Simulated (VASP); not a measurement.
## W4C: single point with PBE

W4C, a slab with vacuum:

```
CELL_PARAMETERS angstrom
2.85472 0.00000 0.00000
0.00000 4.03719 0.00000
0.00000 0.00000 19.45703
ATOMIC_POSITIONS crystal
W 0.50000 0.50000 0.20558
W 0.00000 0.00000 0.27894
W 0.50000 0.50000 0.35139
W 0.00000 0.00000 0.40895
C 0.33333 0.40000 0.44546
```

```json
{"Program": "VASP 6.6.1", "Task": "single point", "Functional": "PBE", "Potentials or basis": "VASP PAW PBE potentials, release 64 (W_sv, C)", "Cutoff": "520 eV", "k mesh": "9 × 7 × 1", "Occupations": "gaussian, width 0.1 eV", "Spin": "no spin polarisation", "Dipole correction": "yes", "Further INCAR settings": "ALGO = Normal; EDIFF = 1e-06; NBANDS = 38"}
```

```
Largest force          : 4.375 eV/Å
Band gap on the k mesh : zero (bands 30 and 31 overlap by 0.78 eV)
```

Forces on the atoms (eV/Å):
```
W   -0.054  0.120  1.746
W    0.273  0.677 -3.144
W    0.511  1.040 -2.859
W   -0.517 -1.182  4.181
C   -0.214 -0.655  0.076
```

Levels at points of the mesh, in eV from the Fermi level:
| k point | band 26 | band 27 | band 28 | band 29 | band 30 | band 31 | band 32 | band 33 | band 34 | band 35 |
| --- | --- | --- | --- | --- | --- | --- | --- | --- | --- | --- |
| (0.00, 0.00, 0.00) | -1.49 | -1.15 | -0.93 | -0.29 | -0.17 | 0.14 | 0.61 | 0.86 | 1.09 | 1.48 |

Run time: 4.7 min on 1 thread of AMD EPYC 9R45 96-Core Processor (Zen 5) (shared host), peak memory 0.41 GiB.

Caveat: spin-orbit coupling is left out, which moves the levels of the heavy elements.
